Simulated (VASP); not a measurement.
A run of VASP 6.6.1 is set up as follows.

Contents of INCAR:

```
ALGO = Normal
EDIFF = 1E-6
ENCUT = 520
GGA = PE
ISIF = 2
ISMEAR = 0
LASPH = True
LCHARG = False
LREAL = False
LWAVE = False
NBANDS = 68
NELM = 80
PREC = Accurate
SIGMA = 0.05
```

File KPOINTS:

```
k-points
0
Gamma
  4 4 1
```

Contents of POSCAR:

```
BIr12
1.0
    5.4305800000      0.0000000000      0.0000000000
    2.7152900000      4.7030200000      0.0000000000
    0.0000000000      0.0000000000     15.4340500000
Ir B
12 1
Direct
    0.1666666312      0.1666667375      0.0647918077
    0.6666666312      0.1666667375      0.0647918077
    0.1666666312      0.6666667375      0.0647918077
    0.6666666312      0.6666667375      0.0647918077
   -0.1667055446      0.3324215079      0.2087279100
    0.3288642418      0.3355679967      0.2073407174
   -0.1667056529      0.8342841408      0.2087278453
    0.3351882028      0.8324059859      0.2038348975
    0.0143095692     -0.0071547644      0.3483043660
    0.5133233683      0.0043635791      0.3563517677
    0.0056599765      0.4971701162      0.3510923575
    0.5133232827      0.4823130669      0.3563517677
    0.5436970918      0.7281514856      0.4424920873
```

Potentials or basis: VASP PAW PBE potentials, release 64 (Ir, B).

Launch:

```sh
$ cat potpaw_PBE.64/Ir/POTCAR potpaw_PBE.64/B/POTCAR > POTCAR
$ mpirun -np 1 vasp_std > vasp.out
```

Task: What does it give for the band gap on the k mesh?

Result: Zero (an odd number of electrons rules out a gap without spin polarisation).

Task: Estimate the largest force.

Result: 0.231 eV/Å.

Forces on the atoms (eV/Å):
```
Ir   0.031 -0.069 -0.171
Ir  -0.059  0.034 -0.021
Ir   0.076  0.007 -0.171
Ir  -0.048  0.028  0.224
Ir  -0.001  0.007  0.001
Ir  -0.002  0.001 -0.002
Ir  -0.006 -0.003  0.001
Ir   0.009 -0.005  0.034
Ir  -0.002  0.001  0.027
Ir   0.036  0.094 -0.066
Ir   0.014 -0.008  0.027
Ir  -0.064 -0.078 -0.066
B    0.016 -0.009  0.184
```

Caveat: there is no dipole correction, which matters where the two faces differ; spin-orbit coupling is left out, which moves the levels of the heavy elements.
